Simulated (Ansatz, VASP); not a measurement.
**One calculation of NbBr3, two programs**

```
Nb Br
1.0
     5.11065    0.00000    0.00000
     0.00000    5.11065    0.00000
     0.00000    0.00000    5.11065
Nb Br
1 3
Cartesian
  0.0000 0.0000 0.0000
  2.5553 0.0000 0.0000
  0.0000 2.5553 0.0000
  0.0000 0.0000 2.5553
```

Alike in both runs: task relaxation of cell and atoms; functional r2SCAN; k mesh 7 × 7 × 7; occupations fermi-dirac, width 0.08 eV; no spin polarisation.

|  | VASP | Ansatz |
| --- | --- | --- |
| version | VASP 6.6.1 | Ansatz 0.2.0 |
| potentials or method | VASP PAW PBE potentials, release 64 (Nb_sv, Br) | PAW with Ansatz's default frozen-core files, scalar-relativistic |
| plane-wave cutoff (eV) | 600 | 500 |
| valence electrons in the cell | 34 | 34 |

VASP gave:

```
relaxed volume (Å³/atom)                                     : 34.52
relaxed cell length with the largest relative difference (Å) : 5.168
```

What did Ansatz give for the same quantities?

Relaxed volume (Å³/atom): 34.57; relaxed cell length with the largest relative difference (Å): 5.171.

VASP's potentials were made for PBE, not for r2SCAN.
